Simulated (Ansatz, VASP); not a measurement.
W3O: VASP beside Ansatz

```
CELL_PARAMETERS angstrom
4.49374 0.00000 0.00000
0.00000 4.49374 0.00000
0.00000 0.00000 4.88450
ATOMIC_POSITIONS crystal
W 0.50000 0.75000 0.00000
W 0.00000 0.50000 0.75000
W 0.25000 0.00000 0.50000
W 0.50000 0.25000 0.00000
W 0.00000 0.50000 0.25000
W 0.75000 0.00000 0.50000
O 0.50000 0.50000 0.50000
O 0.00000 0.00000 0.00000
```

Change from the starting cell: strain -0.080 along x and y, +0.000 along z, atoms carried along.

Alike in both runs: task single point; functional PBE; k mesh 8 × 8 × 8; occupations gaussian, width 0.15 eV; no spin polarisation.

|  | VASP | Ansatz |
| --- | --- | --- |
| version | VASP 6.6.1 | Ansatz 0.2.0 |
| potentials or method | VASP PAW PBE potentials, release 64 (W_sv, O), cutoff 520 eV | scalar-relativistic, plane waves, PAW |
| valence electrons in the cell | 96 | 96 |

Ansatz gave:

* gap on the k mesh at the Fermi level (eV): none
* pressure (GPa): 56.5
* traceless stress, the component that is largest in VASP (GPa): -9.89
* rms of the force components (eV/Å): 0.259

Estimate VASP's values.

gap on the k mesh at the Fermi level (eV): none; pressure (GPa): 59.1; traceless stress, the component that is largest in VASP (GPa): -11.07; rms of the force components (eV/Å): 0.264.

Atom by atom the forces differ by 0.005 eV/Å (rms over components). A gap of «none» marks a metal or a gap that the smearing closes. Both programs put the cell under a high pressure, so it lies far from rest at this level.

Neither program's run includes spin-orbit coupling.
